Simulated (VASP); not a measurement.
A run of VASP 6.6.1:

Contents of INCAR:

```
PREC     = Accurate       # precision mode
ENCUT    = 520            # plane-wave cutoff, eV
EDIFF    = 1E-6           # SCF threshold, eV
ISMEAR   = -1             # smearing method
SIGMA    = 0.05           # smearing width, eV
LREAL    = False          # projectors in reciprocal space
LASPH    = True           # aspherical terms in the spheres
NELM     = 100            # most SCF steps
ALGO     = Normal         # electronic algorithm
ISIF     = 2              # what is computed and relaxed
LWAVE    = False          # write WAVECAR
LCHARG   = False          # write CHGCAR
GGA      = CA             # functional
NBANDS   = 32             # bands
```

File KPOINTS:

```
regular mesh
0
Gamma
  6 6 6
```

The input POSCAR:

```
TiZn3
1.0
    3.9322000000      0.0000000000      0.0000000000
    0.0000000000      3.9322000000      0.0000000000
    0.0000000000      0.0000000000      3.9322000000
Ti Zn
1 3
Direct
    0.0000000000      0.0000000000      0.0000000000
    0.0000000000      0.5000000000      0.5000000000
    0.5000000000      0.0000000000      0.5000000000
    0.5000000000      0.5000000000      0.0000000000
```

Potentials or basis: VASP PAW LDA potentials, release 64 (Ti_sv, Zn).

Run with:

```console
$ cat potpaw_LDA.64/Ti_sv/POTCAR potpaw_LDA.64/Zn/POTCAR > POTCAR
$ mpirun -np 1 vasp_std > vasp.out
```

Hardware: 1 thread of Intel(R) Xeon(R) Platinum 8259CL CPU @ 2.50GHz (Skylake/Cascade Lake), on a shared host.

Question: Estimate the wall time of this run.

Answer: Run time: 30 s on 1 thread of Intel(R) Xeon(R) Platinum 8259CL CPU @ 2.50GHz (Skylake/Cascade Lake), with other jobs on the host, peak memory 0.16 GiB. Counts: scf iterations 15, k points 20.
